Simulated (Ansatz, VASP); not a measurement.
# One calculation of Li3Ta2O, two programs

Contents of INCAR:

```
  PREC = Accurate
  ENCUT = 520
  EDIFF = 1E-7
  ISMEAR = 0
  SIGMA = 0.1
  LREAL = False
  LASPH = True
  NELM = 150
  ALGO = Normal
  ISIF = 2
  LWAVE = False
  LCHARG = False
  ISPIN = 2
  MAGMOM = 0 0 0 1 1 0
  LORBIT = 11
  LMAXMIX = 4
  GGA = PE
  NBANDS = 32
```

The input KPOINTS:

```
Automatic mesh
0
Gamma
  4 4 4
```

POSCAR

```
Li3Ta2O
1.0
    4.1252668943      0.0000000000      0.0000000000
    0.0000000000      4.1252668943      0.0000000000
    0.0000000000      0.0000000000      6.1470169305
Li Ta O
3 2 1
Direct
    0.0000000000      0.0000000000      0.3128846537
    0.0000000000      0.0000000000      0.6871153463
    0.5000000000      0.5000000000      0.5000000000
    0.5000000000      0.0000000000      0.0000000000
    0.0000000000      0.5000000000      0.0000000000
    0.5000000000      0.5000000000      0.0000000000
```

Input for Ansatz:

```yaml
crystal:
  lattice:
    - [4.1252668943, 0.0, 0.0]
    - [0.0, 4.1252668943, 0.0]
    - [0.0, 0.0, 6.1470169305]
  atoms:
    - { symbol: Li, position: [0.0, 0.0, 0.3128846537] }
    - { symbol: Li, position: [0.0, 0.0, 0.6871153463] }
    - { symbol: Li, position: [0.5, 0.5, 0.5] }
    - { symbol: Ta, position: [0.5, 0.0, 0.0], spin: 1.0 }
    - { symbol: Ta, position: [0.0, 0.5, 0.0], spin: 1.0 }
    - { symbol: O, position: [0.5, 0.5, 0.0] }
basis:
  ecutwfc: 420
kpoints:
  mp_grid: { grid: [4, 4, 4] }
hamiltonian:
  xc: pbe
scf:
  occupations: { method: gaussian, width: 0.1 }
  lower_state_search: "off"
output:
  forces: true
  stress: true
  eigenvalues: true
  populations: true
magnetization:
  spin_polarized: true
```

Alike in both runs: task single point; functional PBE; k mesh 4 × 4 × 4; occupations gaussian, width 0.1 eV; collinear spin.

|  | VASP | Ansatz |
| --- | --- | --- |
| version | VASP 6.6.1 | Ansatz 0.2.0 |
| potentials or method | VASP PAW PBE potentials, release 64 (Li_sv, Ta_pv, O), cutoff 520 eV | scalar-relativistic, plane waves, PAW |
| valence electrons in the cell | 37 | 41 |

```tsv
	VASP	Ansatz	Ansatz less VASP
gap on the k mesh at the Fermi level (eV)	none	none	-
rms of the force components (eV/Å)	0.006	0.006	-0.0008
net moment per atom (μB)	0.11	0.11	+0.001
size of the moment on the site where the two differ most (μB)	0.17	0.09	-0.089
```

Site moments also hang on the region over which each program counts them. Atom by atom the forces differ by 0.001 eV/Å (rms over components). A gap of «none» marks a metal or a gap that the smearing closes. VASP's potentials hold 37 valence electrons a cell and Ansatz's 41, so a difference there can come from the potentials and not from the codes.

The k mesh is coarse, so the values compare programs but aren't converged. Neither program's run includes spin-orbit coupling. Noted on VASP's run: the cutoff is short for stress, so the pressure is rough.
